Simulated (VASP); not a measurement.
# I (Fd-3m) in VASP: a series of runs

Runs on I. Level: PBE. Tasks: single point.

Everything below comes from runs of VASP 6.6.1. Logs are shortened: lines on timing, memory, paths and dates and some standing lists are left out, and cuts for length are marked.

## Step 1: The cell of the first run

It takes space group Fd-3m (No. 227, cubic). The conventional cell has a = 6.741 Å, b = 6.741 Å, c = 6.741 Å, α = 90.00°, β = 90.00°, γ = 90.00°. Within 3.8 Å of I (site symmetry -43m) lie 4 I at 2.92 Å.

## Step 2: Single point, PBE

Input file INCAR:

```
  ALGO = Normal
  EDIFF = 1E-6
  ENCUT = 520
  GGA = PE
  ISIF = 2
  ISMEAR = -1
  LASPH = True
  LCHARG = True
  LELF = True
  LREAL = False
  LVHAR = True
  LWAVE = False
  NBANDS = 14
  NELM = 100
  PREC = Accurate
  SIGMA = 0.05
```

Input file KPOINTS:

```
k-points
0
Gamma
  10 10 10
```

Input file POSCAR:

```
I
1.0
    0.0000000000      3.3705767867      3.3705767867
    3.3705767867      0.0000000000      3.3705767867
    3.3705767867      3.3705767867      0.0000000000
I
2
Direct
    0.0000000000      0.0000000000      0.0000000000
    0.2500000000      0.2500000000      0.2500000000
```

Potentials or basis: VASP PAW PBE potentials, release 64 (I).

Command:

```sh
$ cat potpaw_PBE.64/I/POTCAR > POTCAR
$ mpirun -np 1 vasp_std > vasp.out
```

OUTCAR:

```text
EDIFF = 1E-6
   ENCUT = 520
   GGA = PE
   ISIF = 2
   ISMEAR = -1
   LASPH = True
   LREAL = False
   NELM = 100
   PREC = Accurate

 ion  position               nearest neighbor table
   1  0.000  0.000  0.000-   2 2.92   2 2.92   2 2.92   2 2.92
   2  0.250  0.250  0.250-   1 2.92   1 2.92   1 2.92   1 2.92

  LATTYP: Found a face centered cubic cell.
 ALAT       =     6.7411535734

  Lattice vectors:

 A1 = (   0.0000000000,   3.3705767867,   3.3705767867)
 A2 = (   3.3705767867,   0.0000000000,   3.3705767867)
 A3 = (   3.3705767867,   3.3705767867,   0.0000000000)

Analysis of symmetry for initial positions (statically):
=====================================================================
 Subroutine PRICEL returns:
 Original cell was already a primitive cell.

 Routine SETGRP: Setting up the symmetry group for a
 face centered cubic supercell.

 Subroutine GETGRP returns: Found 48 space group operations
 (whereof 24 operations were pure point group operations)
 out of a pool of 48 trial point group operations.

The static configuration has the point symmetry T_d .
 The point group associated with its full space group is O_h .

Analysis of symmetry for dynamics (positions and initial velocities):
=====================================================================
 Subroutine PRICEL returns:
 Original cell was already a primitive cell.

 Routine SETGRP: Setting up the symmetry group for a
 face centered cubic supercell.

 Subroutine GETGRP returns: Found 48 space group operations
 (whereof 24 operations were pure point group operations)
 out of a pool of 48 trial point group operations.

The dynamic configuration has the point symmetry T_d .
 The point group associated with its full space group is O_h .

 Subroutine INISYM returns: Found 48 space group operations
 (whereof 24 operations are pure point group operations),
 and found     1 'primitive' translations

----------------------------------------------------------------------------------------

                                     Primitive cell

  volume of cell :      76.5848

  direct lattice vectors                    reciprocal lattice vectors
     0.000000000  3.370576787  3.370576787    -0.148342563  0.148342563  0.148342563
     3.370576787  0.000000000  3.370576787     0.148342563 -0.148342563  0.148342563
     3.370576787  3.370576787  0.000000000     0.148342563  0.148342563 -0.148342563

  length of vectors
     4.766715405  4.766715405  4.766715405     0.256936856  0.256936856  0.256936856

  position of ions in fractional coordinates (direct lattice)
     0.000000000  0.000000000  0.000000000
     0.250000000  0.250000000  0.250000000

  ion indices of the primitive-cell ions
   primitive index   ion index
                 1           1
                 2           2

----------------------------------------------------------------------------------------

 KPOINTS: k-points

Automatic generation of k-mesh.
 Grid dimensions read from file:
 generate k-points for:   10   10   10

 Generating k-lattice:

  Cartesian coordinates                     Fractional coordinates (reciprocal lattice)
    -0.014834256  0.014834256  0.014834256     0.100000000  0.000000000  0.000000000
     0.014834256 -0.014834256  0.014834256     0.000000000  0.100000000  0.000000000
     0.014834256  0.014834256 -0.014834256     0.000000000  0.000000000  0.100000000

  Length of vectors
     0.025693686  0.025693686  0.025693686

  Shift w.r.t. Gamma in fractional coordinates (k-lattice)
     0.000000000  0.000000000  0.000000000

 Subroutine IBZKPT returns following result:
 ===========================================

 Found     47 irreducible k-points:

 Following reciprocal coordinates:
            Coordinates               Weight
  0.000000  0.000000  0.000000      1.000000
  0.100000  0.000000  0.000000      8.000000
  0.200000  0.000000  0.000000      8.000000
  0.300000  0.000000  0.000000      8.000000
  0.400000  0.000000  0.000000      8.000000
  0.500000  0.000000  0.000000      4.000000
[... 16 lines left out ...]
  0.300000  0.300000  0.000000      6.000000
  0.400000  0.300000  0.000000     24.000000
 [... further k-points ...]
   k-points           NKPTS =     47   k-points in BZ     NKDIM =     47   number of bands    NBANDS=     14
   number of dos      NEDOS =    301   number of ions     NIONS =      2
   total plane-waves  NPLWV =  46656
   dimension x,y,z NGX =    36 NGY =   36 NGZ =   36
   dimension x,y,z NGXF=    72 NGYF=   72 NGZF=   72
   ions per type =               2
   NGX,Y,Z   is equivalent  to a cutoff of  12.56, 12.56, 12.56 a.u.
   NGXF,Y,Z  is equivalent  to a cutoff of  25.11, 25.11, 25.11 a.u.
 SYSTEM =  unknown system
   PREC   = accura    normal or accurate (medium, high low for compatibility)
   ISTART =      0    job   : 0-new  1-cont  2-samecut
   ICHARG =      2    charge: 1-file 2-atom 10-const
   ISPIN  =      1    spin polarized calculation?
   LNONCOLLINEAR =      F non collinear calculations
   LSORBIT =      F    spin-orbit coupling
   LASPH  =      T    aspherical Exc in radial PAW
   ENCUT  =  520.0 eV  38.22 Ry    6.18 a.u.   8.86  8.86  8.86*2*pi/ulx,y,z
   NELM   =    100;   NELMIN=  2; NELMDL= -5     # of ELM steps
   EDIFF  = 0.1E-05   stopping-criterion for ELM
   LREAL  =      F    real-space projection
   EDIFFG = 0.1E-04   stopping-criterion for IOM
   NSW    =      0    number of steps for IOM
   IBRION =     -1    ionic relax: 0-MD 1-quasi-New 2-CG
   NFREE  =      0    steps in history (QN), initial steepest desc. (CG)
   ISIF   =      2    stress and relaxation
   ISYM   =      2    0-nonsym 1-usesym 2-fastsym
   POTIM  = 0.5000    time-step for ionic-motion
   TEBEG  =    0.0;   TEEND  =   0.0 temperature during run
   PSTRESS=    0.0 pullay stress
   NELECT =      14.0000    total number of electrons
   NUPDOWN=      -1.0000    fix difference up-down
   EMIN   =  10.00;   EMAX   =-10.00  energy-range for DOS
   EFERMI =   0.00;   METHOD = LEGACY
   ISMEAR =    -1;   SIGMA  =   0.05  broadening in eV -4-tet -1-fermi 0-gaus
   EFERMI_NEDOS =   21; number of points for ismear=-14 and -15
   IALGO  =     38    algorithm
   IMIX   =      4    mixing-type and parameters
     AMIX     =   0.40;   BMIX     =  1.00
     AMIX_MAG =   1.60;   BMIX_MAG =  1.00
  volume/ion in A,a.u.               =      38.29       258.41
  Fermi-wavevector in a.u.,A,eV,Ry     =   0.929116  1.755775 11.745319  0.863257
  Thomas-Fermi vector in A             =   2.055365
   LORBIT       =      0    0 simple, 1 ext, 2 COOP (PROOUT), +10 PAW based schemes
   GGA     = PE    functional components
   LHFCALC =     F    Hartree Fock is set to
   AEXX    =    0.0000 exact exchange contribution
   IVDW    =     0    specifies the selected vdW correction
   LEPSILON=     F    determine dielectric tensor
   LRPA    =     F    only Hartree local field effects (RPA)
 non-spin polarized calculation
  energy-cutoff  :      520.00
  volume of cell :       76.58
 maximum number of plane-waves:      2085
   NGX = 17   NGY = 17   NGZ = 17

 number of electron      14.0000000 magnetization

 Free energy of the ion-electron system (eV)
  ---------------------------------------------------
  ext. energy  EPLUGINS =         0.00000000
  ---------------------------------------------------
  free energy    TOTEN  =        -0.61538234 eV

  energy without entropy =       -0.59481417  energy(sigma->0) =       -0.60509825

 E-fermi :   5.0039     XC(G=0):  -8.2433

 val. band max:        5.0002779006   @ k =  -0.2000   0.3000   0.1000
 cond. band min:       5.0119770050   @ k =   0.4000   0.2000   0.0000
 fundamental gap:      0.0116991045
 Fermi energy:         5.0039484081

 k-point     1 :       0.0000    0.0000    0.0000
  band No.  band energies     occupation
      1     -10.7577      2.00000
      2      -5.8734      2.00000
      3       0.3861      2.00000
      4       0.3861      2.00000
      5       0.3861      2.00000
      6       3.0784      2.00000
      7       3.0784      2.00000
      8       3.0784      2.00000
      9       8.5513      0.00000
     10      10.6974      0.00000
     11      10.6974      0.00000
     12      12.5406      0.00000
     13      12.5406      0.00000
     14      12.5406      0.00000

 k-point     2 :       0.1000    0.0000    0.0000
  band No.  band energies     occupation
      1     -10.6970      2.00000
      2      -6.0378      2.00000
      3       0.3051      2.00000
      4       0.3051      2.00000
      5       0.3795      2.00000
      6       3.2043      2.00000
      7       3.2043      2.00000
      8       3.2157      2.00000
      9       8.8218      0.00000
     10      10.4874      0.00000
     11      10.4874      0.00000
     12      12.3419      0.00000
     13      13.0250      0.00000
     14      13.0250      0.00000

 k-point     3 :       0.2000    0.0000    0.0000
  band No.  band energies     occupation
      1     -10.5220      2.00000
      2      -6.4642      2.00000
      3       0.1204      2.00000
      4       0.1204      2.00000
      5       0.3160      2.00000
      6       3.5019      2.00000
      7       3.5019      2.00000
      8       3.6669      2.00000
      9       9.4523      0.00000
     10      10.2509      0.00000
     11      10.2509      0.00000
     12      12.0916      0.00000
     13      14.0563      0.00000
     14      14.0563      0.00000
[... 324 lines left out ...]
 k-point    23 :       0.3000    0.3000    0.0000
  band No.  band energies     occupation
      1     -10.0410      2.00000
      2      -7.3730      2.00000
      3      -0.5924      2.00000
      4      -0.5924      2.00000
      5       1.5993      2.00000
      6       2.4007      2.00000
      7       4.9233      1.66768
      8       4.9233      1.66768
      9       8.8372      0.00000
     10      10.8832      0.00000
     11      11.7077      0.00000
     12      13.8339      0.00000
     13      13.8339      0.00000
     14      14.5695      0.00000

 k-point    24 :       0.4000    0.3000    0.0000
  band No.  band energies     occupation
      1      -9.7702      2.00000
      2      -7.7873      2.00000
      3      -0.8145      2.00000
      4      -0.7101      2.00000
      5       1.7704      2.00000
      6       2.4785      2.00000
      7       5.2318      0.02075
      8       5.2815      0.00774
      9       9.0082      0.00000
     10      10.8190      0.00000
     11      12.0142      0.00000
     12      13.1284      0.00000
     13      13.5581      0.00000
     14      14.2692      0.00000

 [... further k-points ...]

------------------------ aborting loop because EDIFF is reached ----------------------------------------

  FORCE on cell =-STRESS in cart. coord.  units (eV):
  Direction    XX          YY          ZZ          XY          YZ          ZX
  --------------------------------------------------------------------------------------
  -------------------------------------------------------------------------------------
  Total        7.1379898      7.1379898      7.1379898     -0.0000000      0.0000000      0.0000000
  in kB      149.3288893    149.3288893    149.3288893     -0.0000000      0.0000000      0.0000000
  external PRESSURE =     149.3288893 kB  Pullay stress =       0.0000000 kB

 VOLUME and BASIS-vectors are now :
 -----------------------------------------------------------------------------
  energy-cutoff  :      520.00
  volume of cell :       76.58
      direct lattice vectors                 reciprocal lattice vectors
     0.000000000  3.370576787  3.370576787    -0.148342563  0.148342563  0.148342563
     3.370576787  0.000000000  3.370576787     0.148342563 -0.148342563  0.148342563
     3.370576787  3.370576787  0.000000000     0.148342563  0.148342563 -0.148342563

 POSITION                                       TOTAL-FORCE (eV/Angst)
 -----------------------------------------------------------------------------------
      0.00000      0.00000      0.00000         0.000000      0.000000      0.000000
      1.68529      1.68529      1.68529        -0.000000     -0.000000     -0.000000
 -----------------------------------------------------------------------------------
    total drift:                                0.000000      0.000000      0.000000

  FREE ENERGIE OF THE ION-ELECTRON SYSTEM (eV)
  ---------------------------------------------------
  free  energy   TOTEN  =        -0.6153823388 eV

  energy  without entropy=       -0.5948141670  energy(sigma->0) =       -0.60509825
```

Wall time 69 s (1 thread of Intel Xeon 8259CL, shared host); peak memory 0.22 GiB.

What came out:

- Free energy: -0.6154 eV
- Pressure: 14.9 GPa
- Band gap on the k mesh: zero (bands 7 and 8 overlap by 2.85 eV)

Caveat: the cell stands under pressure; spin-orbit coupling is left out, which moves the levels of the heavy elements.

(Part 1 of 2 ends here.)
